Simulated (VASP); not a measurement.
BeSe, 2 atoms in the cell. It takes space group F-43m (No. 216, cubic). The conventional cell has a = 5.178 Å, b = 5.178 Å, c = 5.178 Å, α = 90.00°, β = 90.00°, γ = 90.00°. Be (site symmetry -43m) has 4 Se at 2.24 Å within 3.0 Å. Within 3.0 Å of Se (site symmetry -43m) lie 4 Be at 2.24 Å. 

| Property | Result |
| --- | --- |
| Program | VASP 6.6.1 |
| Task | relaxation of cell and atoms |
| Functional | r2SCAN |
| Potentials or basis | VASP PAW PBE potentials, release 64 (Be, Se) |
| Cutoff | 660 eV |
| k mesh | 8 × 8 × 8 |
| Occupations | fermi-dirac, width 0.02 eV |
| Spin | no spin polarisation |
| Dipole correction | no |
| Further INCAR settings | ALGO = Normal; EDIFF = 1e-07; IBRION = 2; EDIFFG = -0.005; NSW = 80; ISIF = 3 |

Potentials or basis: VASP PAW PBE potentials, release 64 (Be, Se).

Run with:

```console
$ cat potpaw_PBE.64/Be/POTCAR potpaw_PBE.64/Se/POTCAR > POTCAR
$ cp INCAR.step1 INCAR
$ mpirun -np 1 vasp_std > vasp.out
$ cp INCAR.step2 INCAR
$ mpirun -np 1 vasp_std > vasp.out
```

Hardware: 1 thread of Intel(R) Xeon(R) 6975P-C (Granite Rapids), with other jobs on the host.

**Question.** How long does it take, and how much memory?

**Answer.** Run time: 50 s on 1 thread of Intel(R) Xeon(R) 6975P-C (Granite Rapids) (shared host), peak memory 0.2 GiB. Counts: k points 29, ion steps 3.
